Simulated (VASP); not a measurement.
# InSe (Pm-3m) in VASP: further runs, part 2 of 3

VASP 6.6.1. The steps go on from the part before.

## Step 3: Single point, PBE

This run uses another cell than the first one, of 32.47 Å³/atom.

INCAR

```
PREC = Accurate
ENCUT = 520
EDIFF = 1E-7
ISMEAR = 0
SIGMA = 0.1
LREAL = F
LASPH = T
NELM = 60
ALGO = Normal
ISIF = 2
LWAVE = F
LCHARG = F
GGA = PE
NBANDS = 16
```

KPOINTS

```
Automatic mesh
0
Gamma
  4 4 4
```

POSCAR

```
InSe
1.0
    4.0195240465      0.0000000000      0.0000000000
    0.0000000000      4.0195240465      0.0000000000
    0.0000000000      0.0000000000      4.0195240465
In Se
1 1
Direct
    0.0000000000      0.0000000000      0.0000000000
    0.5000000000      0.5000000000      0.5000000000
```

Potentials or basis: VASP PAW PBE potentials, release 64 (In_d, Se).

Command:

```bash
> cat potpaw_PBE.64/In_d/POTCAR potpaw_PBE.64/Se/POTCAR > POTCAR
> mpirun -np 1 vasp_std > vasp.out
```

OUTCAR:

```text
PREC = Accurate
   ENCUT = 520
   EDIFF = 1E-7
   ISMEAR = 0
   LREAL = F
   LASPH = T
   NELM = 60
   ISIF = 2
   GGA = PE

 ion  position               nearest neighbor table
   1  0.000  0.000  0.000-
   2  0.500  0.500  0.500-

  LATTYP: Found a simple cubic cell.
 ALAT       =     4.0195240465

  Lattice vectors:

 A1 = (   4.0195240465,   0.0000000000,   0.0000000000)
 A2 = (   0.0000000000,   4.0195240465,   0.0000000000)
 A3 = (   0.0000000000,   0.0000000000,   4.0195240465)

Analysis of symmetry for initial positions (statically):
=====================================================================
 Subroutine PRICEL returns:
 Original cell was already a primitive cell.

 Routine SETGRP: Setting up the symmetry group for a
 simple cubic supercell.

 Subroutine GETGRP returns: Found 48 space group operations
 (whereof 48 operations were pure point group operations)
 out of a pool of 48 trial point group operations.

The static configuration has the point symmetry O_h .

Analysis of symmetry for dynamics (positions and initial velocities):
=====================================================================
 Subroutine PRICEL returns:
 Original cell was already a primitive cell.

 Routine SETGRP: Setting up the symmetry group for a
 simple cubic supercell.

 Subroutine GETGRP returns: Found 48 space group operations
 (whereof 48 operations were pure point group operations)
 out of a pool of 48 trial point group operations.

The dynamic configuration has the point symmetry O_h .

 Subroutine INISYM returns: Found 48 space group operations
 (whereof 48 operations are pure point group operations),
 and found     1 'primitive' translations

----------------------------------------------------------------------------------------

                                     Primitive cell
[... 92 lines left out ...]
   EFERMI_NEDOS =   21; number of points for ismear=-14 and -15
   IALGO  =     38    algorithm
   IMIX   =      4    mixing-type and parameters
     AMIX     =   0.40;   BMIX     =  1.00
     AMIX_MAG =   1.60;   BMIX_MAG =  1.00
  volume/ion in A,a.u.               =      32.47       219.12
  Fermi-wavevector in a.u.,A,eV,Ry     =   1.086804  2.053763 16.070438  1.181144
  Thomas-Fermi vector in A             =   2.222949
   LORBIT       =      0    0 simple, 1 ext, 2 COOP (PROOUT), +10 PAW based schemes
   GGA     = PE    functional components
   LHFCALC =     F    Hartree Fock is set to
   AEXX    =    0.0000 exact exchange contribution
   IVDW    =     0    specifies the selected vdW correction
   LEPSILON=     F    determine dielectric tensor
   LRPA    =     F    only Hartree local field effects (RPA)
 non-spin polarized calculation
 Gauss-broadening in eV      SIGMA  =   0.10
  energy-cutoff  :      520.00
  volume of cell :       64.94
 maximum number of plane-waves:      1763
 NGX is ok and might be reduce to    30
   NGX = 15   NGY = 15   NGZ = 15

 number of electron      19.0000001 magnetization

 Free energy of the ion-electron system (eV)
  ---------------------------------------------------
  ext. energy  EPLUGINS =         0.00000000
  ---------------------------------------------------
  free energy    TOTEN  =        -5.91729169 eV

  energy without entropy =       -5.90433095  energy(sigma->0) =       -5.91081132

 E-fermi :   2.7020     XC(G=0):  -8.8213

 val. band max:        2.6991572591   @ k =   0.5000   0.2500   0.0000
 cond. band min:       2.8133120993   @ k =   0.5000   0.5000   0.0000
 fundamental gap:      0.1141548402
 Fermi energy:         2.7020077896

 k-point     1 :       0.0000    0.0000    0.0000
  band No.  band energies     occupation
      1     -11.2180      2.00000
      2     -11.2180      2.00000
      3     -11.1485      2.00000
      4     -11.1485      2.00000
      5     -11.1485      2.00000
      6      -9.2282      2.00000
[... 167 lines left out ...]
      3     -11.1908      2.00000
      4     -11.1292      2.00000
      5     -11.1292      2.00000
      6      -8.3987      2.00000
[... 8 lines left out ...]
     15      15.0487      0.00000
     16      15.0487      0.00000

------------------------ aborting loop because EDIFF is reached ----------------------------------------

  FORCE on cell =-STRESS in cart. coord.  units (eV):
  Direction    XX          YY          ZZ          XY          YZ          ZX
  --------------------------------------------------------------------------------------
  -------------------------------------------------------------------------------------
  Total       -2.5451217     -2.5451217     -2.5451217     -0.0000000      0.0000000      0.0000000
  in kB      -62.7906874    -62.7906874    -62.7906874     -0.0000000      0.0000000      0.0000000
  external PRESSURE =     -62.7906874 kB  Pullay stress =       0.0000000 kB

 VOLUME and BASIS-vectors are now :
 -----------------------------------------------------------------------------
  energy-cutoff  :      520.00
  volume of cell :       64.94
      direct lattice vectors                 reciprocal lattice vectors
     4.019524046  0.000000000  0.000000000     0.248785674  0.000000000  0.000000000
     0.000000000  4.019524046  0.000000000     0.000000000  0.248785674  0.000000000
     0.000000000  0.000000000  4.019524046     0.000000000  0.000000000  0.248785674

 POSITION                                       TOTAL-FORCE (eV/Angst)
 -----------------------------------------------------------------------------------
      0.00000      0.00000      0.00000         0.000000      0.000000      0.000000
      2.00976      2.00976      2.00976         0.000000      0.000000      0.000000
 -----------------------------------------------------------------------------------
    total drift:                                0.000000     -0.000000     -0.000000

  FREE ENERGIE OF THE ION-ELECTRON SYSTEM (eV)
  ---------------------------------------------------
  free  energy   TOTEN  =        -5.9172916931 eV

  energy  without entropy=       -5.9043309532  energy(sigma->0) =       -5.91081132
```

OSZICAR:

```text
N       E                     dE             d eps       ncg     rms          rms(c)
DAV:   1     0.124374238218E+03    0.12437E+03   -0.83729E+03   320   0.116E+03
DAV:   2     0.282948475018E+01   -0.12154E+03   -0.11771E+03   360   0.300E+02
DAV:   3    -0.594541930210E+01   -0.87749E+01   -0.86981E+01   408   0.776E+01
DAV:   4    -0.615597920810E+01   -0.21056E+00   -0.21048E+00   432   0.143E+01
DAV:   5    -0.616431290789E+01   -0.83337E-02   -0.83336E-02   456   0.235E+00    0.226E+00
DAV:   6    -0.592209887523E+01    0.24221E+00   -0.79120E-01   472   0.786E+00    0.111E+00
DAV:   7    -0.591909182713E+01    0.30070E-02   -0.38787E-02   352   0.117E+00    0.610E-01
DAV:   8    -0.591717290028E+01    0.19189E-02   -0.74639E-03   424   0.851E-01    0.129E-01
DAV:   9    -0.591722172511E+01   -0.48825E-04   -0.33856E-04   424   0.157E-01    0.626E-02
DAV:  10    -0.591729222410E+01   -0.70499E-04   -0.10898E-04   376   0.764E-02    0.651E-03
DAV:  11    -0.591729132319E+01    0.90091E-06   -0.49559E-06   448   0.280E-02    0.302E-03
DAV:  12    -0.591729169895E+01   -0.37576E-06   -0.85783E-07   392   0.113E-02    0.104E-03
DAV:  13    -0.591729169308E+01    0.58683E-08   -0.55189E-08   264   0.235E-03
   1 F= -.59172917E+01 E0= -.59108113E+01  d E =-.129607E-01
```

stdout:

```text
POSCAR found type information on POSCAR InSe
 POSCAR found :  2 types and       2 ions
 scaLAPACK will be used
 LDA part: xc-table for (Slater+PW92), standard interpolation
 POSCAR, INCAR and KPOINTS ok, starting setup
 FFT: planning ... GRIDC
 FFT: planning ... GRID_SOFT
 FFT: planning ... GRID
 WAVECAR not read
 entering main loop
```

It took 8.4 s on 1 thread of Intel Xeon 6975P-C (Granite Rapids), shared host; peak memory 0.16 GiB.

What came out:

| Item | Value |
| --- | --- |
| Free energy | -5.9173 eV |
| Pressure | -6.3 GPa |
| Band gap on the k mesh | zero (an odd number of electrons rules out a gap without spin polarisation) |

Levels at points of the mesh, in eV from the Fermi level:
```csv
k point,band 6,band 7,band 8,band 9,band 10,band 11,band 12,band 13,band 14,band 15
"(0.00, 0.00, 0.00)",-11.93,-3.69,-0.75,-0.75,-0.75,5.78,5.78,6.51,6.51,6.51
"(0.50, 0.00, 0.00)",-11.57,-5.10,-0.11,-0.11,1.00,1.41,4.78,4.78,7.32,8.60
"(0.50, 0.50, 0.00)",-11.24,-3.03,-2.78,-2.78,0.11,4.65,4.65,6.18,6.84,9.22
"(0.50, 0.50, 0.50)",-11.10,-1.80,-1.62,-1.62,-1.62,1.33,1.33,1.33,12.35,12.35
```

Caveat: the k points lie up to 0.39 Å⁻¹ apart, too coarse for converged energies and pressures of a metal; spin-orbit coupling is left out, which moves the levels of the heavy elements.

## Step 4: Single point, PBE

This run uses another cell than the first one, of 23.93 Å³/atom.

INCAR

```
SYSTEM = InSe
PREC = Accurate ; ENCUT = 520
EDIFF = 1E-6 ; ISMEAR = 0
SIGMA = 0.1 ; LREAL = .False.
LASPH = .True. ; NELM = 60
ALGO = Normal ; ISIF = 2
LWAVE = .False. ; LCHARG = .False.
GGA = PE ; NBANDS = 16
```

KPOINTS

```
regular mesh
0
Gamma
  6 6 6
  0 0 0
```

POSCAR

```
InSe
1.0
    3.6305625259      0.0000000000      0.0000000000
    0.0000000000      3.6305625259      0.0000000000
    0.0000000000      0.0000000000      3.6305625259
In Se
1 1
Direct
    0.0000000000      0.0000000000      0.0000000000
    0.5000000000      0.5000000000      0.5000000000
```

Command:

```bash
> cat potpaw_PBE.64/In_d/POTCAR potpaw_PBE.64/Se/POTCAR > POTCAR
> mpirun -np 1 vasp_std > vasp.out
```

It took 12 s on 1 thread of Intel Xeon 6975P-C (Granite Rapids), shared host; peak memory 0.16 GiB.

The run converged. Its results:

```
Free energy            : -6.4470 eV
Pressure               : 0.1 GPa
Band gap on the k mesh : zero (an odd number of electrons rules out a gap without spin polarisation)
```

Levels at points of the mesh, in eV from the Fermi level:
```csv
k point,band 7,band 8,band 9,band 10,band 11,band 12,band 13,band 14
"(0.00, 0.00, 0.00)",-3.46,-1.38,-1.38,-1.38,5.31,5.31,8.37,8.37
"(0.50, 0.00, 0.00)",-6.85,-0.25,-0.25,1.45,2.14,5.08,5.08,6.79
"(0.50, 0.50, 0.00)",-4.47,-4.47,-3.47,0.06,5.67,5.67,7.32,7.48
"(0.50, 0.50, 0.50)",-2.62,-2.62,-2.62,-1.21,0.40,0.40,0.40,15.30
```

Caveat: spin-orbit coupling is left out, which moves the levels of the heavy elements.

## Step 5: Relaxation of cell and atoms, PBE

This run uses another cell than the first one, of 32.47 Å³/atom.

INCAR

```
ALGO = Normal
EDIFF = 1E-6
EDIFFG = -0.04
ENCUT = 600
GGA = PE
IBRION = 2
ISIF = 3
ISMEAR = 0
LASPH = T
LCHARG = F
LREAL = F
LWAVE = F
NELM = 100
NSW = 90
PREC = Accurate
SIGMA = 0.1
```

KPOINTS

```
k-points
0
Gamma
  4 4 4
```

POSCAR

```
InSe
1.0
    4.0195240465      0.0000000000      0.0000000000
    0.0000000000      4.0195240465      0.0000000000
    0.0000000000      0.0000000000      4.0195240465
In Se
1 1
Direct
    0.0000000000      0.0000000000      0.0000000000
    0.5000000000      0.5000000000      0.5000000000
```

Potentials or basis: VASP PAW PBE potentials, release 64 (In_d, Se).

Command:

```bash
> cat potpaw_PBE.64/In_d/POTCAR potpaw_PBE.64/Se/POTCAR > POTCAR
> mpirun -np 1 vasp_std > vasp.out
```

OUTCAR:

```text
EDIFF = 1E-6
   EDIFFG = -0.04
   ENCUT = 600
   GGA = PE
   IBRION = 2
   ISIF = 3
   ISMEAR = 0
   LASPH = T
   LREAL = F
   NELM = 100
   NSW = 90
   PREC = Accurate

 ion  position               nearest neighbor table
   1  0.000  0.000  0.000-
   2  0.500  0.500  0.500-

  LATTYP: Found a simple cubic cell.
 ALAT       =     4.0195240465

  Lattice vectors:

 A1 = (   4.0195240465,   0.0000000000,   0.0000000000)
 A2 = (   0.0000000000,   4.0195240465,   0.0000000000)
 A3 = (   0.0000000000,   0.0000000000,   4.0195240465)

Analysis of symmetry for initial positions (statically):
=====================================================================
 Subroutine PRICEL returns:
 Original cell was already a primitive cell.

 Routine SETGRP: Setting up the symmetry group for a
 simple cubic supercell.

 Subroutine GETGRP returns: Found 48 space group operations
 (whereof 48 operations were pure point group operations)
 out of a pool of 48 trial point group operations.

The static configuration has the point symmetry O_h .

Analysis of symmetry for dynamics (positions and initial velocities):
=====================================================================
 Subroutine PRICEL returns:
 Original cell was already a primitive cell.
[... 112 lines left out ...]
     AMIX     =   0.40;   BMIX     =  1.00
     AMIX_MAG =   1.60;   BMIX_MAG =  1.00
  volume/ion in A,a.u.               =      32.47       219.12
  Fermi-wavevector in a.u.,A,eV,Ry     =   1.086804  2.053763 16.070438  1.181144
  Thomas-Fermi vector in A             =   2.222949
   LORBIT       =      0    0 simple, 1 ext, 2 COOP (PROOUT), +10 PAW based schemes
   GGA     = PE    functional components
   LHFCALC =     F    Hartree Fock is set to
   AEXX    =    0.0000 exact exchange contribution
   IVDW    =     0    specifies the selected vdW correction
   LEPSILON=     F    determine dielectric tensor
   LRPA    =     F    only Hartree local field effects (RPA)
 conjugate gradient relaxation of ions
 non-spin polarized calculation
 Gauss-broadening in eV      SIGMA  =   0.10
  energy-cutoff  :      600.00
  volume of cell :       64.94
 maximum number of plane-waves:      2178
   NGX = 17   NGY = 17   NGZ = 17

--------------------------------------- Ionic step        1  -------------------------------------------

 number of electron      19.0000011 magnetization

 Free energy of the ion-electron system (eV)
  ---------------------------------------------------
  ext. energy  EPLUGINS =         0.00000000
  ---------------------------------------------------
  free energy    TOTEN  =        -5.91726377 eV

  energy without entropy =       -5.90430290  energy(sigma->0) =       -5.91078334

 E-fermi :   2.7020     XC(G=0):  -8.8212

 val. band max:        2.6991453559   @ k =   0.5000   0.2500   0.0000
 cond. band min:       2.8132991191   @ k =   0.5000   0.5000   0.0000
 fundamental gap:      0.1141537633
 Fermi energy:         2.7019960915
[... 432 lines left out ...]
--------------------------------------- Ionic step        4  -------------------------------------------

 number of electron      18.9999994 magnetization

 Free energy of the ion-electron system (eV)
  ---------------------------------------------------
  ext. energy  EPLUGINS =         0.00000000
  ---------------------------------------------------
  free energy    TOTEN  =        -6.30887050 eV

  energy without entropy =       -6.29723023  energy(sigma->0) =       -6.30305036

 E-fermi :   5.2195     XC(G=0): -10.0223

 val. band max:        5.2179318207   @ k =   0.5000   0.2500   0.0000
 cond. band min:       5.3735979309   @ k =   0.5000   0.5000   0.0000
 fundamental gap:      0.1556661102
 Fermi energy:         5.2194719703
[... 187 lines left out ...]
  FREE ENERGIE OF THE ION-ELECTRON SYSTEM (eV)
  ---------------------------------------------------
  free  energy   TOTEN  =        -6.3088704957 eV

  energy  without entropy=       -6.2972302285  energy(sigma->0) =       -6.30305036

 reached required accuracy - stopping structural energy minimisation
```

OSZICAR:

```text
N       E                     dE             d eps       ncg     rms          rms(c)
DAV:   1     0.130421773052E+03    0.13042E+03   -0.92255E+03   260   0.165E+03
DAV:   2     0.450526948169E+01   -0.12592E+03   -0.12154E+03   290   0.359E+02
DAV:   3    -0.584092902917E+01   -0.10346E+02   -0.10171E+02   320   0.995E+01
[... 32 lines left out ...]
DAV:   3    -0.630890038688E+01    0.22310E-02   -0.82509E-03   320   0.182E+00    0.104E-01
DAV:   4    -0.630887784413E+01    0.22543E-04   -0.22330E-04   260   0.164E-01    0.548E-02
DAV:   5    -0.630886773348E+01    0.10111E-04   -0.25960E-05   284   0.604E-02    0.173E-02
DAV:   6    -0.630887104369E+01   -0.33102E-05   -0.57195E-06   322   0.273E-02    0.451E-03
DAV:   7    -0.630887049573E+01    0.54796E-06   -0.44601E-07   138   0.809E-03
   4 F= -.63088705E+01 E0= -.63030504E+01  d E =-.391607E+00
```

CONTCAR:

```text
InSe
   1.00000000000000
     3.6770179356233781   -0.0000000000000000    0.0000000000000000
    -0.0000000000000000    3.6770179356233781    0.0000000000000000
    -0.0000000000000000   -0.0000000000000000    3.6770179356233781
  In              Se
     1     1
Direct
     0.0000000000000000    0.0000000000000000    0.0000000000000000
     0.5000000000000000    0.5000000000000000    0.5000000000000000

  0.00000000E+00  0.00000000E+00  0.00000000E+00
  0.00000000E+00  0.00000000E+00  0.00000000E+00
```

Run time: 20 s. Hardware: 1 thread of Intel Xeon 6975P-C (Granite Rapids), shared host; peak memory 0.19 GiB.

Results:

- Free energy: -6.3089 eV
- Relaxed volume: 24.86 Å³/atom
- Relaxed cell: a = 3.677 Å, b = 3.677 Å, c = 3.677 Å, α = 90.00°, β = 90.00°, γ = 90.00°
- Space group after relaxing (to 0.1 Å): Pm-3m (No. 221)
- Energy gained by relaxing: 195.8 meV/atom
- Ionic steps: 4
- Pressure after relaxing: 0.0 GPa
- Band gap on the k mesh: zero (an odd number of electrons rules out a gap without spin polarisation)

Step by step:
```tsv
step	energy change (eV)	largest force (eV/Å)	pressure (GPa)	volume (Å³)
1	0.0000	0.0000	-6.25	64.94
2	-0.3517	0.0000	-2.94	53.75
3	-0.3911	0.0000	-0.39	50.21
4	-0.3916	0.0000	0.04	49.71
```

Final structure:
```
In Se
1.0
     3.67702    0.00000    0.00000
     0.00000    3.67702    0.00000
     0.00000    0.00000    3.67702
In Se
1 1
Direct
  0.00000 0.00000 0.00000
  0.50000 0.50000 0.50000
```

Levels at points of the mesh, in eV from the Fermi level:
```tsv
k point	band 8	band 9	band 10	band 11	band 12	band 13
(0.00, 0.00, 0.00)	-1.17	-1.17	-1.17	5.54	5.54	8.29
(0.50, 0.00, 0.00)	-0.14	-0.14	1.61	2.13	5.25	5.25
(0.50, 0.50, 0.00)	-4.09	-3.17	0.15	5.71	5.71	7.53
(0.50, 0.50, 0.50)	-2.38	-2.38	-1.05	0.74	0.74	0.74
```

Caveat: the k points lie up to 0.43 Å⁻¹ apart in the final cell, too coarse for converged energies and pressures of a metal; the volume moved by over 15 % at a fixed basis, so the end points are rough; spin-orbit coupling is left out, which moves the levels of the heavy elements.

[end of part 2 of 3]
